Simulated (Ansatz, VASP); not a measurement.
**Two plane-wave programs on CdC2**

The input INCAR:

```
PREC = Accurate
ENCUT = 600
EDIFF = 1E-6
ISMEAR = 0
SIGMA = 0.1
LREAL = F
LASPH = T
NELM = 120
ALGO = Normal
ISIF = 2
LWAVE = F
LCHARG = T
LELF = T
LVHAR = T
NBANDS = 21
GGA_COMPAT = F
```

KPOINTS

```
Automatic mesh
0
Gamma
  8 8 8
```

The input POSCAR:

```
CdC2
1.0
   -1.7833289526      1.7833289526      2.9521903650
    1.7833289526     -1.7833289526      2.9521903650
    1.7833289526      1.7833289526     -2.9521903650
Cd C
1 2
Direct
    0.0000000000      0.0000000000      0.0000000000
    0.5978927200      0.5978927200      0.0000000000
    0.4021072800      0.4021072800      0.0000000000
```

Input for Ansatz:

```yaml
crystal:
  lattice:
    - [-1.7833289526, 1.7833289526, 2.952190365]
    - [1.7833289526, -1.7833289526, 2.952190365]
    - [1.7833289526, 1.7833289526, -2.952190365]
  atoms:
    - { symbol: Cd, position: [0.0, 0.0, 0.0] }
    - { symbol: C, position: [0.59789272, 0.59789272, 0.0] }
    - { symbol: C, position: [0.40210728, 0.40210728, 0.0] }
basis:
  ecutwfc: 420
kpoints:
  mp_grid: { grid: [8, 8, 8] }
hamiltonian:
  xc: lda
scf:
  occupations: { method: gaussian, width: 0.1 }
output:
  forces: true
  stress: true
  eigenvalues: true
```

Alike in both runs: task single point; functional LDA; k mesh 8 × 8 × 8; occupations gaussian, width 0.1 eV; no spin polarisation.

|  | VASP | Ansatz |
| --- | --- | --- |
| version | VASP 6.6.1 | Ansatz 0.2.0 |
| potentials or method | VASP PAW LDA potentials, release 64 (Cd_sv_GW, C), cutoff 600 eV | scalar-relativistic, plane waves, PAW |
| valence electrons in the cell | 28 | 28 |

|  | VASP | Ansatz | Ansatz less VASP |
| --- | --- | --- | --- |
| gap on the k mesh at the Fermi level (eV) | 0.73 | 0.75 | +0.014 |
| least direct gap on the mesh (eV) | 1.11 | 1.13 | +0.024 |
| pressure (GPa) | 18.1 | 18.1 | -0.01 |
| traceless stress, the component that is largest in VASP (GPa) | 21.70 | 20.97 | -0.732 |
| rms of the force components (eV/Å) | 5.225 | 5.122 | -0.1025 |

LDA's correlation is that of Perdew and Zunger in VASP and of Perdew and Wang (1992) in Ansatz. Atom by atom the forces differ by 0.103 eV/Å (rms over components).
